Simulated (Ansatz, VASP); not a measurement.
**Ge: VASP beside Ansatz**

The input INCAR:

```
PREC = Accurate
ENCUT = 600
EDIFF = 1E-7
ISMEAR = -1
SIGMA = 0.05
LREAL = F
LASPH = T
NELM = 60
ALGO = Normal
ISIF = 3
LWAVE = F
LCHARG = F
GGA = RP
IBRION = 2
NSW = 60
EDIFFG = -0.01
```

The input KPOINTS:

```
Automatic mesh
0
Gamma
  10 10 6
```

The input POSCAR:

```
Ge
1.0
    1.4880529250     -2.5946896100      0.0000000000
    1.4880529250      2.5946896100      0.0000000000
    0.0000000000      0.0000000000      4.7275957900
Ge
2
Direct
    0.3334466300      0.6665533700      0.2500000000
    0.6665533700      0.3334466300      0.7500000000
```

The input input.yaml:

```yaml
crystal:
  lattice:
    - [1.488052925, -2.59468961, 0.0]
    - [1.488052925, 2.59468961, 0.0]
    - [0.0, 0.0, 4.72759579]
  atoms:
    - { symbol: Ge, position: [0.33344663, 0.66655337, 0.25] }
    - { symbol: Ge, position: [0.66655337, 0.33344663, 0.75] }
hamiltonian:
  xc: rpbe
  pseudopotentials: { kind: paw }
kpoints:
  mp_grid: { grid: [10, 10, 6] }
scf:
  occupations: { method: fermi_dirac, width: 0.05 }
output:
  forces: true
  stress: true
  eigenvalues: true
relax:
  f_tol: 0.01
  max_steps: 40
  cell: { stress_tol: 0.05 }
```

Alike in both runs: task relaxation of cell and atoms; functional RPBE; k mesh 10 × 10 × 6; occupations fermi-dirac, width 0.05 eV; no spin polarisation.

|  | VASP | Ansatz |
| --- | --- | --- |
| version | VASP 6.6.1 | Ansatz 0.2.0 |
| potentials or method | VASP PAW PBE potentials, release 64 (Ge_d) | Ansatz PAW |
| plane-wave cutoff (eV) | 600 | 420 |
| valence electrons in the cell | 28 | 28 |

```csv
,VASP,Ansatz,Ansatz less VASP
"gap on the k mesh at the Fermi level, each at its own relaxed structure (eV)",none,none,-
relaxed volume (Å³/atom),19.79,19.76,-0.030
relaxed length of the cell vector where the two differ most in proportion (Å),4.928,4.925,-0.0030
```

VASP's potentials were made for PBE, not for RPBE. A gap of «none» marks a metal or a gap that the smearing closes.

Noted on Ansatz's run: the plane-wave basis is chosen anew once the cell has moved, so the energies of steps on either side of that aren't comparable.
